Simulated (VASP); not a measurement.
Input of a VASP 6.6.1 run:

Contents of INCAR:

```
SYSTEM = AlN
PREC = Accurate
ENCUT = 520
EDIFF = 1E-7
ISMEAR = -1
SIGMA = 0.02
LREAL = .False.
LASPH = .True.
NELM = 80
ALGO = Normal
ISIF = 2
LWAVE = .False.
LCHARG = .False.
NBANDS = 11
```

KPOINTS

```
regular mesh
0
Gamma
  8 8 8
  0 0 0
```

POSCAR

```
AlN
1.0
    0.0000000000      1.9296200000      1.9690000000
    1.9296200000      0.0000000000      1.9690000000
    1.9296200000      1.9296200000      0.0000000000
Al N
1 1
Direct
    0.0000000000      0.0000000000      0.0000000000
    0.5000000000      0.5000000000      0.5000000000
```

Potentials or basis: VASP PAW LDA potentials, release 64 (Al, N).

Run with:

```bash
$ cat potpaw_LDA.64/Al/POTCAR potpaw_LDA.64/N/POTCAR > POTCAR
$ mpirun -np 1 vasp_std > vasp.out
```

Task: Predict the pressure.

Result: 33.2 GPa.

Task: Estimate the band gap on the k mesh.

Result: 4.79 eV, indirect (least direct gap 7.51 eV).

Stress tensor (GPa, compression positive):
```
36.68  0.00  0.00
 0.00 36.68  0.00
 0.00  0.00 26.29
```

A k mesh can miss the band edges. Expect the measured gap to be larger: semilocal functionals such as LDA lack the derivative discontinuity.
